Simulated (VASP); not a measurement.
Here is a VASP 6.6.1 calculation.

The input INCAR:

```
SYSTEM = Sr
ALGO     = Normal         ! electronic algorithm
EDIFF    = 1E-6           ! SCF threshold, eV
EDIFFG   = -0.005         ! ionic threshold
ENCUT    = 600            ! plane-wave cutoff, eV
IBRION   = 2              ! ionic algorithm
ISIF     = 3              ! what is computed and relaxed
ISMEAR   = -1             ! smearing method
LASPH    = .True.         ! aspherical terms in the spheres
LCHARG   = .False.        ! write CHGCAR
LREAL    = .False.        ! projectors in reciprocal space
LWAVE    = .False.        ! write WAVECAR
NELM     = 80             ! most SCF steps
NSW      = 32             ! ionic steps
PREC     = Accurate       ! precision mode
PSTRESS  = 81.0         
SIGMA    = 0.1            ! smearing width, eV
```

Contents of KPOINTS:

```
k-points
0
Gamma
  12 12 7
  0 0 0
```

Contents of POSCAR:

```
Sr
1.0
    3.6217398119      0.0000000000      0.0000000000
   -1.8108699059      3.1365186830      0.0000000000
    0.0000000000      0.0000000000      5.9817902152
Sr
2
Direct
    0.3333333333      0.6666666667      0.2500000000
    0.6666666667      0.3333333333      0.7500000000
```

Potentials or basis: VASP PAW LDA potentials, release 64 (Sr_sv).

Command:

```bash
$ cat potpaw_LDA.64/Sr_sv/POTCAR > POTCAR
$ mpirun -np 1 vasp_std > vasp.out
```

Task: Predict the band gap on the k mesh.

Result: Zero (bands 10 and 11 overlap by 0.63 eV).

Task: Estimate the relaxed cell.

Result: a = 3.624 Å, b = 3.624 Å, c = 5.983 Å, α = 90.00°, β = 90.00°, γ = 120.00°.

Final structure:
```xyz
2
Lattice="3.6238 0.0000 0.0000 -1.8119 3.1383 0.0000 0.0000 0.0000 5.9830" Properties=species:S:1:pos:R:3 pbc="T T T"
Sr    0.0000    2.0922    1.4958
Sr    1.8119    1.0461    4.4873
```

Caveat: the cell is relaxed towards a set pressure, so the run minimises the enthalpy, not the energy.
